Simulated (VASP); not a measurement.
# H2PbO3 (P6mm) in VASP: notebook

Runs on H2PbO3. Level: PBE. Tasks: single point, relaxation of cell and atoms.

Program: VASP 6.6.1. These are calculated values, not measurements. Logs are shortened: lines on timing, memory, paths and dates and some standing lists are left out, and cuts for length are marked.

## Step 1: The cell of the first run

Symmetry: P6mm, No. 183, hexagonal system. The conventional cell has a = 4.586 Å, b = 4.586 Å, c = 3.650 Å, α = 90.00°, β = 90.00°, γ = 120.00°. H (site symmetry 3m) has 3 O at 1.34 Å within 1.8 Å. Pb (site symmetry 6mm) has 12 O at 2.64 to 3.28 Å and 12 H at 3.04 to 3.42 Å within 3.5 Å. O (site symmetry 2mm) has 2 H at 1.34 Å within 1.8 Å.

The cell was generated, and may not be a known phase.

## Step 2: Single point, PBE

File INCAR:

```
SYSTEM = H2PbO3
PREC = Accurate
ENCUT = 520
EDIFF = 1E-6
ISMEAR = 0
SIGMA = 0.1
LREAL = .FALSE.
LASPH = .TRUE.
NELM = 60
ALGO = Normal
ISIF = 2
LWAVE = .FALSE.
LCHARG = .TRUE.
GGA = PE
LELF = .TRUE.
LVHAR = .TRUE.
NBANDS = 26
```

File KPOINTS:

```
Automatic mesh
0
G
  6 6 6
  0 0 0
```

File POSCAR:

```
H2PbO3
1.0
    4.5857202260      0.0000000000      0.0000000000
   -2.2928601130      3.9713502104      0.0000000000
    0.0000000000      0.0000000000      3.6496739551
H Pb O
2 1 3
Direct
    0.6666666667      0.3333333333      1.2727875774
    0.3333333333      0.6666666667      1.2727875774
    0.0000000000      0.0000000000      0.6795204384
    0.5000000000      0.5000000000      0.3228471189
    0.5000000000      0.0000000000      0.3228471189
    0.0000000000      0.5000000000      0.3228471189
```

Potentials or basis: VASP PAW PBE potentials, release 64 (H, Pb_d, O).

The run is started by

```sh
> cat potpaw_PBE.64/H/POTCAR potpaw_PBE.64/Pb_d/POTCAR potpaw_PBE.64/O/POTCAR > POTCAR
> mpirun -np 1 vasp_std > vasp.out
```

OUTCAR:

```text
SYSTEM = H2PbO3
   PREC = Accurate
   ENCUT = 520
   EDIFF = 1E-6
   ISMEAR = 0
   LREAL = .FALSE.
   LASPH = .TRUE.
   NELM = 60
   ISIF = 2
   GGA = PE

 ion  position               nearest neighbor table
   1  0.667  0.333  0.273-   6 1.34   5 1.34   4 1.34
   2  0.333  0.667  0.273-   6 1.34   5 1.34   4 1.34
   3  0.000  0.000  0.680-   5 2.64   5 2.64   6 2.64   6 2.64   4 2.64   4 2.64
   4  0.500  0.500  0.323-   1 1.34   2 1.34   3 2.64   3 2.64
   5  0.500  0.000  0.323-   1 1.34   2 1.34   3 2.64   3 2.64
   6  0.000  0.500  0.323-   1 1.34   2 1.34   3 2.64   3 2.64

  LATTYP: Found a hexagonal cell.
 ALAT       =     4.5857202260
 C/A-ratio  =     0.7958780247

  Lattice vectors:

 A1 = (   4.5857202260,   0.0000000000,   0.0000000000)
 A2 = (  -2.2928601130,   3.9713502104,   0.0000000000)
 A3 = (   0.0000000000,   0.0000000000,   3.6496739551)

Analysis of symmetry for initial positions (statically):
=====================================================================
 Subroutine PRICEL returns:
 Original cell was already a primitive cell.

 Routine SETGRP: Setting up the symmetry group for a
 hexagonal supercell.

 Subroutine GETGRP returns: Found 12 space group operations
 (whereof 12 operations were pure point group operations)
 out of a pool of 24 trial point group operations.

The static configuration has the point symmetry C_6v.

Analysis of symmetry for dynamics (positions and initial velocities):
=====================================================================
 Subroutine PRICEL returns:
 Original cell was already a primitive cell.

 Routine SETGRP: Setting up the symmetry group for a
 hexagonal supercell.

 Subroutine GETGRP returns: Found 12 space group operations
 (whereof 12 operations were pure point group operations)
 out of a pool of 24 trial point group operations.

The dynamic configuration has the point symmetry C_6v.

 Subroutine INISYM returns: Found 12 space group operations
 (whereof 12 operations are pure point group operations),
 and found     1 'primitive' translations

----------------------------------------------------------------------------------------

                                     Primitive cell

  volume of cell :      66.4660

  direct lattice vectors                    reciprocal lattice vectors
     4.585720226  0.000000000  0.000000000     0.218068253  0.125901765  0.000000000
[... 97 lines left out ...]
   NSW    =      0    number of steps for IOM
   IBRION =     -1    ionic relax: 0-MD 1-quasi-New 2-CG
   NFREE  =      0    steps in history (QN), initial steepest desc. (CG)
   ISIF   =      2    stress and relaxation
   ISYM   =      2    0-nonsym 1-usesym 2-fastsym
   POTIM  = 0.5000    time-step for ionic-motion
   TEBEG  =    0.0;   TEEND  =   0.0 temperature during run
   PSTRESS=    0.0 pullay stress
   NELECT =      34.0000    total number of electrons
   NUPDOWN=      -1.0000    fix difference up-down
   EMIN   =  10.00;   EMAX   =-10.00  energy-range for DOS
   EFERMI =   0.00;   METHOD = LEGACY
   ISMEAR =     0;   SIGMA  =   0.10  broadening in eV -4-tet -1-fermi 0-gaus
   EFERMI_NEDOS =   21; number of points for ismear=-14 and -15
   IALGO  =     38    algorithm
   IMIX   =      4    mixing-type and parameters
     AMIX     =   0.40;   BMIX     =  1.00
     AMIX_MAG =   1.60;   BMIX_MAG =  1.00
  volume/ion in A,a.u.               =      11.08        74.76
  Fermi-wavevector in a.u.,A,eV,Ry     =   1.309286  2.474192 23.323514  1.714230
  Thomas-Fermi vector in A             =   2.439895
   LORBIT       =      0    0 simple, 1 ext, 2 COOP (PROOUT), +10 PAW based schemes
   GGA     = PE    functional components
   LHFCALC =     F    Hartree Fock is set to
   AEXX    =    0.0000 exact exchange contribution
   IVDW    =     0    specifies the selected vdW correction
   LEPSILON=     F    determine dielectric tensor
   LRPA    =     F    only Hartree local field effects (RPA)
 non-spin polarized calculation
 Gauss-broadening in eV      SIGMA  =   0.10
  energy-cutoff  :      520.00
  volume of cell :       66.47
 maximum number of plane-waves:      1808
 NGX is ok and might be reduce to    36
   NGX = 17   NGY = 17   NGZ = 13

 number of electron      34.0000011 magnetization

 Free energy of the ion-electron system (eV)
  ---------------------------------------------------
  ext. energy  EPLUGINS =         0.00000000
  ---------------------------------------------------
  free energy    TOTEN  =       -25.88406266 eV

  energy without entropy =      -25.84928871  energy(sigma->0) =      -25.86667568

 E-fermi :   2.8534     XC(G=0):  -9.9033

 val. band max:        2.8520768634   @ k =   0.3333   0.1667   0.0000
 cond. band min:       2.8683798837   @ k =   0.3333   0.1667   0.1667
 fundamental gap:      0.0163030203
 Fermi energy:         2.8534121464

 k-point     1 :       0.0000    0.0000    0.0000
  band No.  band energies     occupation
      1     -16.6532      2.00000
      2     -13.5807      2.00000
      3     -13.5807      2.00000
      4     -13.1364      2.00000
      5     -12.9751      2.00000
      6     -12.9751      2.00000
[... 685 lines left out ...]
     25      16.7837      0.00000
     26      17.4928      0.00000

 [... further k-points ...]

------------------------ aborting loop because EDIFF is reached ----------------------------------------

  FORCE on cell =-STRESS in cart. coord.  units (eV):
  Direction    XX          YY          ZZ          XY          YZ          ZX
  --------------------------------------------------------------------------------------
  -------------------------------------------------------------------------------------
  Total        0.0561337      0.0561337      0.0636187      0.0000000      0.0000000      0.0000000
  in kB        1.3531141      1.3531141      1.5335404      0.0000000      0.0000000      0.0000000
  external PRESSURE =       1.4132562 kB  Pullay stress =       0.0000000 kB

 VOLUME and BASIS-vectors are now :
 -----------------------------------------------------------------------------
  energy-cutoff  :      520.00
  volume of cell :       66.47
      direct lattice vectors                 reciprocal lattice vectors
     4.585720226  0.000000000  0.000000000     0.218068253  0.125901765  0.000000000
    -2.292860113  3.971350210  0.000000000     0.000000000  0.251803530  0.000000000
     0.000000000  0.000000000  3.649673955     0.000000000  0.000000000  0.273997078

 POSITION                                       TOTAL-FORCE (eV/Angst)
 -----------------------------------------------------------------------------------
      2.29286      1.32378      0.99559         0.000000     -0.000000     -0.000822
     -0.00000      2.64757      0.99559        -0.000000      0.000000     -0.000822
      0.00000      0.00000      2.48003        -0.000000     -0.000000     -0.012599
      1.14643      1.98568      1.17829         0.000000      0.000000      0.004748
      2.29286      0.00000      1.17829         0.000000     -0.000000      0.004748
     -1.14643      1.98568      1.17829        -0.000000      0.000000      0.004748
 -----------------------------------------------------------------------------------
    total drift:                                0.000000      0.000000     -0.000170

  FREE ENERGIE OF THE ION-ELECTRON SYSTEM (eV)
  ---------------------------------------------------
  free  energy   TOTEN  =       -25.8840626575 eV

  energy  without entropy=      -25.8492887077  energy(sigma->0) =      -25.86667568
```

OSZICAR:

```text
N       E                     dE             d eps       ncg     rms          rms(c)
DAV:   1     0.348194289135E+03    0.34819E+03   -0.16990E+04  1456   0.146E+03
DAV:   2     0.660559355304E+01   -0.34159E+03   -0.31377E+03  1650   0.393E+02
DAV:   3    -0.274125303156E+02   -0.34018E+02   -0.32970E+02  1812   0.135E+02
DAV:   4    -0.284436363126E+02   -0.10311E+01   -0.10187E+01  1742   0.249E+01
DAV:   5    -0.284747481658E+02   -0.31112E-01   -0.31088E-01  1882   0.451E+00    0.955E+00
DAV:   6    -0.259492316924E+02    0.25255E+01   -0.14070E+01  2232   0.234E+01    0.375E+00
DAV:   7    -0.259038152693E+02    0.45416E-01   -0.61664E-01  1598   0.618E+00    0.218E+00
DAV:   8    -0.258965898790E+02    0.72254E-02   -0.24496E-01  1696   0.472E+00    0.845E-01
DAV:   9    -0.258828222320E+02    0.13768E-01   -0.36389E-02  2142   0.225E+00    0.143E-01
DAV:  10    -0.258838631040E+02   -0.10409E-02   -0.50900E-03  1620   0.485E-01    0.890E-02
DAV:  11    -0.258840465142E+02   -0.18341E-03   -0.33652E-04  1798   0.194E-01    0.160E-02
DAV:  12    -0.258840613491E+02   -0.14835E-04   -0.32424E-05  1844   0.502E-02    0.690E-03
DAV:  13    -0.258840624221E+02   -0.10730E-05   -0.36879E-06  1608   0.203E-02    0.159E-03
DAV:  14    -0.258840626575E+02   -0.23537E-06   -0.50331E-07  1268   0.489E-03
   1 F= -.25884063E+02 E0= -.25866676E+02  d E =-.347739E-01
```

stdout:

```text
POSCAR found type information on POSCAR H PbO
 POSCAR found :  3 types and       6 ions
 scaLAPACK will be used
 LDA part: xc-table for (Slater+PW92), standard interpolation
 POSCAR, INCAR and KPOINTS ok, starting setup
 FFT: planning ... GRIDC
 FFT: planning ... GRID_SOFT
 FFT: planning ... GRID
 WAVECAR not read
 entering main loop
```

Run time: 20 s. Hardware: 1 thread of Intel Xeon 6975P-C (Granite Rapids), shared host; peak memory 0.2 GiB.

Results:

```
Free energy            : -25.8841 eV
Pressure               : 0.1 GPa
Largest force          : 0.013 eV/Å
Band gap on the k mesh : zero (bands 17 and 18 overlap by 1.10 eV)
```

Forces on the atoms (eV/Å):
```
H    0.000  0.000 -0.001
H    0.000  0.000 -0.001
Pb   0.000  0.000 -0.013
O    0.000  0.000  0.005
O    0.000  0.000  0.005
O    0.000  0.000  0.005
```

Caveat: spin-orbit coupling is left out, which moves the levels of the heavy elements.

## Step 3: Single point, PBE

This run uses another cell than the first one, of 11.41 Å³/atom.

File INCAR:

```
SYSTEM = H2PbO3
ALGO = Normal ; EDIFF = 1E-6
ENCUT = 520 ; GGA = PE
ISIF = 2 ; ISMEAR = 0
LASPH = .TRUE. ; LCHARG = .TRUE.
LELF = .TRUE. ; LREAL = .FALSE.
LVHAR = .TRUE. ; LWAVE = .FALSE.
NBANDS = 26 ; NELM = 60
PREC = Accurate ; SIGMA = 0.1
```

File KPOINTS:

```
k-points
0
G
  6 6 6
  0 0 0
```

File POSCAR:

```
H2PbO3
1.0
    4.8283093400      0.0000000000      0.0000000000
   -2.4141546700      4.1814385500      0.0000000000
    0.0000000000      0.0000000000      3.3912574700
H Pb O
2 1 3
Direct
    0.6666666700      0.3333333300      0.9631379800
    0.3333333300      0.6666666700      0.9631379800
    0.0000000000      0.0000000000      0.8888130200
    0.5000000000      0.5000000000      0.4595159900
    0.5000000000      0.0000000000      0.4595159900
    0.0000000000      0.5000000000      0.4595159900
```

Potentials or basis: VASP PAW PBE potentials, release 64 (H, Pb_d, O).

The run is started by

```sh
> cat potpaw_PBE.64/H/POTCAR potpaw_PBE.64/Pb_d/POTCAR potpaw_PBE.64/O/POTCAR > POTCAR
> mpirun -np 1 vasp_std > vasp.out
```

Run time: 19 s. Hardware: 1 thread of Intel Xeon 6975P-C (Granite Rapids), shared host; peak memory 0.2 GiB.

Results (log left out):

```
Free energy            : -19.7432 eV
Pressure               : -13.8 GPa
Largest force          : 0.399 eV/Å
Band gap on the k mesh : zero (bands 17 and 18 overlap by 0.75 eV)
```

Forces on the atoms (eV/Å):
```
H    0.000  0.000  0.132
H    0.000  0.000  0.132
Pb   0.000  0.000 -0.399
O    0.000  0.000  0.045
O    0.000  0.000  0.045
O    0.000  0.000  0.045
```

Stress tensor (GPa, compression positive):
```
 -8.91   0.00   0.00
  0.00  -8.91   0.00
  0.00   0.00 -23.65
```

Levels at points of the mesh, in eV from the Fermi level:
| k point | band 14 | band 15 | band 16 | band 17 | band 18 | band 19 | band 20 | band 21 |
| --- | --- | --- | --- | --- | --- | --- | --- | --- |
| (0.00, 0.00, 0.00) | -1.04 | -1.04 | -0.74 | 0.04 | 0.51 | 0.51 | 1.87 | 5.18 |
| (0.50, 0.00, 0.00) | -1.62 | -1.42 | -1.04 | -0.97 | -0.25 | 0.46 | 1.11 | 4.26 |
| (0.00, 0.00, 0.50) | -1.92 | -1.92 | -0.55 | 0.11 | 0.37 | 0.59 | 0.59 | 2.91 |
| (0.50, 0.00, 0.50) | -2.34 | -1.75 | -1.61 | -1.34 | 0.50 | 1.46 | 2.26 | 2.52 |

Caveat: the stress differs along the axes, from -24 to -9 GPa; spin-orbit coupling is left out, which moves the levels of the heavy elements.

(Part 1 of 2 ends here.)

The gap in the log of VASP goes by the Fermi energy; the results here count the filled bands.